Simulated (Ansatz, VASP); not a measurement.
## Cd2Mo in VASP and in Ansatz

```xyz
3
Lattice="0.0000 3.2556 3.2556 3.2556 0.0000 3.2556 3.2556 3.2556 0.0000" Properties=species:S:1:pos:R:3 pbc="T T T"
Cd    1.6278    1.6278    1.6278
Cd    4.8833    4.8833    4.8833
Mo    0.0000    0.0000    0.0000
```

Alike in both runs: functional PBE; k mesh 12 × 12 × 12; occupations gaussian, width 0.1 eV; no spin polarisation.

Ansatz relaxed the structure, and its values are those at the end. VASP's run is a single point on that final structure, the one shown.

```csv
,VASP,Ansatz
version,VASP 6.6.1,Ansatz 0.2.0
potentials or method,"VASP PAW PBE potentials, release 64 (Cd, Mo_sv), cutoff 520 eV","scalar-relativistic, plane waves, PAW"
valence electrons in the cell,38,54
```

|  | VASP | Ansatz | Ansatz less VASP |
| --- | --- | --- | --- |
| gap on the k mesh at the Fermi level (eV) | none | none | - |
| pressure (GPa) | 0.5 | 0.0 | -0.45 |

A gap of «none» marks a metal or a gap that the smearing closes. VASP's potentials hold 38 valence electrons a cell and Ansatz's 54, so a difference there can come from the potentials and not from the codes.
